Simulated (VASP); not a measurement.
Wanted: the native input for a VASP 6.6.1 run.

| Quantity | Value |
| --- | --- |
| Task | single point |
| Functional | PBE |
| Potentials or basis | VASP PAW PBE potentials, release 64 (Ta_pv, F) |
| Cutoff | 520 eV |
| k mesh | 3 × 3 × 3 |
| Occupations | methfessel-paxton, width 0.1 eV |
| Spin | no spin polarisation |
| Dipole correction | no |
| Further INCAR settings | LREAL = Auto; ALGO = Normal; EDIFF = 1e-06; NBANDS = 106 |

The structure of Ta16F (a cell with a defect) lies in POSCAR:

```
Ta16F
1.0
    6.6414755500      0.0000000000      0.0000000000
    0.0000000000      6.6414755500      0.0000000000
    0.0000000000      0.0000000000      6.6414755500
Ta F
16 1
Direct
    0.0066007142     -0.0067551330     -0.0002089343
    0.2500596929      0.2497736395      0.2517913507
    0.0090000140     -0.0090963424      0.4998236390
    0.2501080142      0.2497922074      0.7478720887
    0.0066431580      0.5063200692     -0.0001899299
    0.2500978333      0.7497686697      0.2535561849
    0.0090562428      0.5087400881      0.4998300688
    0.2500814601      0.7497909733      0.7461025898
    0.4936198112     -0.0067177897     -0.0001458483
    0.7502301247      0.2498216500      0.1994966363
    0.4912392782     -0.0090705233      0.4998335762
    0.7501073974      0.2498747680      0.8001806513
    0.4935823377      0.5062756247     -0.0001268629
    0.7501452925      0.7497745779      0.2518197933
    0.4911959409      0.5086802267      0.4998381863
    0.7500791474      0.7497449053      0.7478491467
    0.7495326435      0.2492445253      0.4998394353
```

One way to write it, as run:

INCAR

```
SYSTEM = Ta16F
  PREC = Accurate
  ENCUT = 520
  EDIFF = 1E-6
  ISMEAR = 1
  SIGMA = 0.1
  LREAL = Auto
  LASPH = .True.
  NELM = 80
  ALGO = Normal
  ISIF = 2
  LWAVE = .False.
  LCHARG = .False.
  GGA = PE
  NBANDS = 106
```

KPOINTS

```
regular mesh
0
Gamma
  3 3 3
  0 0 0
```

Potentials or basis: VASP PAW PBE potentials, release 64 (Ta_pv, F).

Run with:

```console
$ cat potpaw_PBE.64/Ta_pv/POTCAR potpaw_PBE.64/F/POTCAR > POTCAR
$ mpirun -np 1 vasp_std > vasp.out
```

Results of the run:

| Property | Result |
| --- | --- |
| Pressure | 8.3 GPa |
| Largest force | 0.053 eV/Å |

Caveat: an odd number of electrons without spin polarisation forces a metal; a magnetic or distorted state may lie lower.

Run time: 17 min on 1 thread of Intel(R) Xeon(R) Platinum 8488C (Sapphire Rapids) (shared host), peak memory 0.52 GiB.
